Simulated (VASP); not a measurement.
# Al2O3 (P-3m1) in VASP: notebook

Runs on Al2O3. Level: PBE+D3(BJ). Tasks: single point.

All numbers are computed with VASP 6.6.1; they aren't measurements. Logs are shortened: lines on timing, memory, paths and dates and some standing lists are left out, and cuts for length are marked.

## Step 1: The cell of the first run

It takes space group P-3m1 (No. 164, trigonal). The conventional cell has a = 3.163 Å, b = 3.163 Å, c = 6.684 Å, α = 90.00°, β = 90.00°, γ = 120.00°. Al (site symmetry 3m) has 4 O at 1.50 to 1.90 Å within 2.0 Å. Within 2.5 Å of O (site symmetry 3m) lie 3 Al at 1.90 Å. O (site symmetry -3m) has 2 Al at 1.50 Å within 2.0 Å.

## Step 2: Single point, PBE+D3(BJ)

INCAR

```
PREC     = Accurate       # precision mode
ENCUT    = 520            # plane-wave cutoff, eV
EDIFF    = 1E-6           # SCF threshold, eV
ISMEAR   = 0              # smearing method
SIGMA    = 0.05           # smearing width, eV
LREAL    = F              # projectors in reciprocal space
LASPH    = T              # aspherical terms in the spheres
NELM     = 100            # most SCF steps
ALGO     = Normal         # electronic algorithm
ISIF     = 2              # what is computed and relaxed
LWAVE    = F              # write WAVECAR
LCHARG   = F              # write CHGCAR
GGA      = PE             # functional
IVDW     = 12             # dispersion correction
NBANDS   = 20             # bands
```

KPOINTS

```
Automatic mesh
0
Gamma
  12 12 4
```

POSCAR

```
Al2O3
1.0
    3.1631125498      0.0000000000      0.0000000000
   -1.5815562749      2.7393358232      0.0000000000
    0.0000000000      0.0000000000      6.6840673887
Al O
2 3
Direct
    0.0000000000      0.0000000000      0.2752945179
    0.0000000000      0.0000000000      0.7247054821
    0.3333333333      0.6666666667      0.1953369158
    0.6666666667      0.3333333333      0.8046630842
    0.0000000000      0.0000000000      0.5000000000
```

Potentials or basis: VASP PAW PBE potentials, release 64 (Al, O).

On the command line:

```sh
cat potpaw_PBE.64/Al/POTCAR potpaw_PBE.64/O/POTCAR > POTCAR
mpirun -np 1 vasp_std > vasp.out
```

OUTCAR:

```text
PREC = Accurate
   ENCUT = 520
   EDIFF = 1E-6
   ISMEAR = 0
   LREAL = F
   LASPH = T
   NELM = 100
   ISIF = 2
   GGA = PE
   IVDW = 12
 IVDW          = 12

 ion  position               nearest neighbor table
   1  0.000  0.000  0.275-   5 1.50   3 1.90   3 1.90   3 1.90   2 3.00
   2  0.000  0.000  0.725-   5 1.50   4 1.90   4 1.90   4 1.90   1 3.00
   3  0.333  0.667  0.195-   1 1.90   1 1.90   1 1.90
   4  0.667  0.333  0.805-   2 1.90   2 1.90   2 1.90
   5  0.000  0.000  0.500-   1 1.50   2 1.50

  LATTYP: Found a hexagonal cell.
 ALAT       =     3.1631125498
 C/A-ratio  =     2.1131297997

  Lattice vectors:

 A1 = (   3.1631125498,   0.0000000000,   0.0000000000)
 A2 = (  -1.5815562749,   2.7393358232,   0.0000000000)
 A3 = (   0.0000000000,   0.0000000000,   6.6840673887)

Analysis of symmetry for initial positions (statically):
=====================================================================
 Subroutine PRICEL returns:
 Original cell was already a primitive cell.

 Routine SETGRP: Setting up the symmetry group for a
 hexagonal supercell.

 Subroutine GETGRP returns: Found 12 space group operations
 (whereof 12 operations were pure point group operations)
 out of a pool of 24 trial point group operations.

The static configuration has the point symmetry D_3d.

Analysis of symmetry for dynamics (positions and initial velocities):
=====================================================================
 Subroutine PRICEL returns:
 Original cell was already a primitive cell.

 Routine SETGRP: Setting up the symmetry group for a
 hexagonal supercell.

 Subroutine GETGRP returns: Found 12 space group operations
 (whereof 12 operations were pure point group operations)
 out of a pool of 24 trial point group operations.

The dynamic configuration has the point symmetry D_3d.

 Subroutine INISYM returns: Found 12 space group operations
 (whereof 12 operations are pure point group operations),
 and found     1 'primitive' translations

----------------------------------------------------------------------------------------

                                     Primitive cell

  volume of cell :      57.9163
[... 90 lines left out ...]
   LNONCOLLINEAR =      F non collinear calculations
   LSORBIT =      F    spin-orbit coupling
   LASPH  =      T    aspherical Exc in radial PAW
   ENCUT  =  520.0 eV  38.22 Ry    6.18 a.u.   5.88  5.88 12.43*2*pi/ulx,y,z
   NELM   =    100;   NELMIN=  2; NELMDL= -5     # of ELM steps
   EDIFF  = 0.1E-05   stopping-criterion for ELM
   LREAL  =      F    real-space projection
   EDIFFG = 0.1E-04   stopping-criterion for IOM
   NSW    =      0    number of steps for IOM
   IBRION =     -1    ionic relax: 0-MD 1-quasi-New 2-CG
   NFREE  =      0    steps in history (QN), initial steepest desc. (CG)
   ISIF   =      2    stress and relaxation
   ISYM   =      2    0-nonsym 1-usesym 2-fastsym
   POTIM  = 0.5000    time-step for ionic-motion
   TEBEG  =    0.0;   TEEND  =   0.0 temperature during run
   PSTRESS=    0.0 pullay stress
   NELECT =      24.0000    total number of electrons
   NUPDOWN=      -1.0000    fix difference up-down
   EMIN   =  10.00;   EMAX   =-10.00  energy-range for DOS
   EFERMI =   0.00;   METHOD = LEGACY
   ISMEAR =     0;   SIGMA  =   0.05  broadening in eV -4-tet -1-fermi 0-gaus
   EFERMI_NEDOS =   21; number of points for ismear=-14 and -15
   IALGO  =     38    algorithm
   IMIX   =      4    mixing-type and parameters
     AMIX     =   0.40;   BMIX     =  1.00
     AMIX_MAG =   1.60;   BMIX_MAG =  1.00
  volume/ion in A,a.u.               =      11.58        78.17
  Fermi-wavevector in a.u.,A,eV,Ry     =   1.220520  2.306449 20.268187  1.489670
  Thomas-Fermi vector in A             =   2.355735
   LORBIT       =      0    0 simple, 1 ext, 2 COOP (PROOUT), +10 PAW based schemes
   GGA     = PE    functional components
   LHFCALC =     F    Hartree Fock is set to
   AEXX    =    0.0000 exact exchange contribution
   IVDW    =    12    specifies the selected vdW correction
   LEPSILON=     F    determine dielectric tensor
   LRPA    =     F    only Hartree local field effects (RPA)
 non-spin polarized calculation
 Gauss-broadening in eV      SIGMA  =   0.05
  energy-cutoff  :      520.00
  volume of cell :       57.92
 maximum number of plane-waves:      1580
   NGX = 11   NGY = 11   NGZ = 25

 number of electron      23.9999994 magnetization

 Free energy of the ion-electron system (eV)
  ---------------------------------------------------
  ext. energy  EPLUGINS =         0.00000000
  ---------------------------------------------------
  free energy    TOTEN  =       -34.38656467 eV

  energy without entropy =      -34.38656467  energy(sigma->0) =      -34.38656467

 E-fermi :   3.0401     XC(G=0):  -9.8888

 val. band max:        2.8021018424   @ k =   0.3333   0.0000   0.2500
 cond. band min:       6.2207464530   @ k =   0.0000   0.0000   0.0000
 fundamental gap:      3.4186446106
 Fermi energy:         3.0400897127

 k-point     1 :       0.0000    0.0000    0.0000
  band No.  band energies     occupation
      1     -15.0835      2.00000
      2     -14.2563      2.00000
      3     -13.5872      2.00000
      4      -1.9150      2.00000
      5       0.3077      2.00000
      6       0.8709      2.00000
[... 541 lines left out ...]
     19      15.9525      0.00000
     20      16.7522      0.00000

 [... further k-points ...]

------------------------ aborting loop because EDIFF is reached ----------------------------------------

 Edisp (eV)   -0.87232

 E8    (eV) :    -0.3321

  FORCE on cell =-STRESS in cart. coord.  units (eV):
  Direction    XX          YY          ZZ          XY          YZ          ZX
  --------------------------------------------------------------------------------------
  -------------------------------------------------------------------------------------
  Total      -6.87611    -6.87611    27.84769    -0.00000     0.00000     0.00000
  in kB    -190.21841  -190.21841   770.36938    -0.00000     0.00000     0.00000
  external pressure =      129.98 kB  Pullay stress =        0.00 kB

 VOLUME and BASIS-vectors are now :
 -----------------------------------------------------------------------------
  energy-cutoff  :      520.00
  volume of cell :       57.92
      direct lattice vectors                 reciprocal lattice vectors
     3.163112550  0.000000000  0.000000000     0.316144299  0.182525996  0.000000000
    -1.581556275  2.739335823  0.000000000     0.000000000  0.365051992  0.000000000
     0.000000000  0.000000000  6.684067389     0.000000000  0.000000000  0.149609503

 POSITION                                       TOTAL-FORCE (eV/Angst)
 -----------------------------------------------------------------------------------
      0.00000      0.00000      1.84009         0.000000      0.000000     -8.905221
      0.00000      0.00000      4.84398         0.000000     -0.000000      8.905221
     -0.00000      1.82622      1.30565         0.000000     -0.000000     -0.013705
      1.58156      0.91311      5.37842        -0.000000      0.000000      0.013705
      0.00000      0.00000      3.34203         0.000000      0.000000      0.000000
 -----------------------------------------------------------------------------------
    total drift:                                0.000000      0.000000      0.000000

  FREE ENERGIE OF THE ION-ELECTRON SYSTEM (eV)
  ---------------------------------------------------
  free  energy   TOTEN  =       -35.2588877752 eV

  energy  without entropy=      -35.2588877752  energy(sigma->0) =      -35.25888778
```

stdout:

```text
POSCAR found type information on POSCAR AlO
 POSCAR found :  2 types and       5 ions
 scaLAPACK will be used
 LDA part: xc-table for (Slater+PW92), standard interpolation
 POSCAR, INCAR and KPOINTS ok, starting setup
 FFT: planning ... GRIDC
 FFT: planning ... GRID_SOFT
 FFT: planning ... GRID
 WAVECAR not read
 entering main loop
```

It took 37 s on 1 thread of Intel Xeon 6975P-C (Granite Rapids), shared host; peak memory 0.22 GiB.

Results:

| Item | Value |
| --- | --- |
| Free energy | -35.2589 eV |
| Pressure | 13.0 GPa |
| Largest force | 8.905 eV/Å |
| Band gap on the k mesh | 3.42 eV, indirect (least direct gap 3.76 eV) |
| Dispersion energy per atom | -0.174 eV |

Forces in eV/Å, atoms in the order of the input:
```
Al   0.000  0.000 -8.905
Al   0.000  0.000  8.905
O    0.000  0.000 -0.014
O    0.000  0.000  0.014
O    0.000  0.000  0.000
```

Levels at points of the mesh, in eV from the valence-band top:
| k point | band 10 | band 11 | band 12 | band 13 | band 14 | band 15 |
| --- | --- | --- | --- | --- | --- | --- |
| (0.00, 0.00, 0.00) | -0.42 | -0.42 | -0.34 | 3.42 | 5.65 | 8.79 |
| (0.50, 0.00, 0.00) | -0.94 | -0.62 | -0.24 | 5.84 | 7.84 | 8.99 |
| (0.00, 0.00, 0.50) | -1.15 | -0.42 | -0.42 | 4.24 | 4.93 | 9.44 |
| (0.50, 0.00, 0.50) | -1.32 | -0.58 | -0.03 | 6.56 | 6.80 | 9.65 |

Caveat: forces of over 1 eV/Å act on the atoms, so gaps and moduli don't describe the material at rest.

## Step 3: Single point, PBE+D3(BJ)

This run uses another cell than the first one, of the same volume but with other edges.

INCAR

```
PREC = Accurate
ENCUT = 520
EDIFF = 1E-6
ISMEAR = 0
SIGMA = 0.05
LREAL = False
LASPH = True
NELM = 100
ALGO = Normal
ISIF = 2
LWAVE = False
LCHARG = False
GGA = PE
IVDW = 12
NBANDS = 20
```

KPOINTS

```
regular mesh
0
Gamma
  12 12 4
```

POSCAR, as its differences from that of step 2:

```diff
@@ -2,5 +2,5 @@
 1.0
-    3.1631125498      0.0000000000      0.0000000000
-   -1.5815562749      2.7393358232      0.0000000000
-    0.0000000000      0.0000000000      6.6840673887
+    2.8196413561      0.0000000000      0.0000000000
+   -1.4098206781      2.4418810440      0.0000000000
+    0.0000000000      0.0000000000      8.4116727161
 Al O
```

Potentials or basis: VASP PAW PBE potentials, release 64 (Al, O).

On the command line:

```sh
cat potpaw_PBE.64/Al/POTCAR potpaw_PBE.64/O/POTCAR > POTCAR
mpirun -np 1 vasp_std > vasp.out
```

Wall time 45 s (1 thread of Intel Xeon 6975P-C (Granite Rapids), shared host); peak memory 0.22 GiB.

Results (log left out):

* Free energy: -35.3170 eV
* Pressure: 3.3 GPa
* Largest force: 4.432 eV/Å
* Band gap on the k mesh: 0.24 eV, direct
* Dispersion energy per atom: -0.172 eV

Forces in eV/Å, atoms in the order of the input:
```
Al   0.000  0.000  4.432
Al   0.000  0.000 -4.432
O    0.000  0.000 -0.197
O    0.000  0.000  0.197
O    0.000  0.000  0.000
```

Stress tensor (GPa, compression positive):
```
 27.68   0.00   0.00
  0.00  27.68   0.00
  0.00   0.00 -45.38
```

Levels at points of the mesh, in eV from the valence-band top:
| k point | band 8 | band 9 | band 10 | band 11 | band 12 | band 13 | band 14 | band 15 | band 16 | band 17 |
| --- | --- | --- | --- | --- | --- | --- | --- | --- | --- | --- |
| (0.00, 0.00, 0.00) | -6.17 | -6.17 | -4.63 | 0.00 | 0.00 | 0.24 | 2.66 | 5.02 | 7.72 | 7.98 |
| (0.50, 0.00, 0.00) | -6.53 | -6.11 | -4.50 | -3.44 | -0.69 | 2.04 | 3.63 | 6.05 | 7.35 | 7.35 |
| (0.00, 0.00, 0.50) | -6.17 | -6.17 | -5.00 | 0.00 | 0.00 | 0.95 | 1.81 | 6.11 | 6.18 | 8.92 |
| (0.50, 0.00, 0.50) | -6.43 | -6.24 | -4.48 | -3.43 | -0.69 | 2.27 | 3.34 | 5.65 | 7.68 | 8.05 |

Caveat: forces of over 1 eV/Å act on the atoms, so gaps and moduli don't describe the material at rest.

(Part 1 of 2 ends here.)
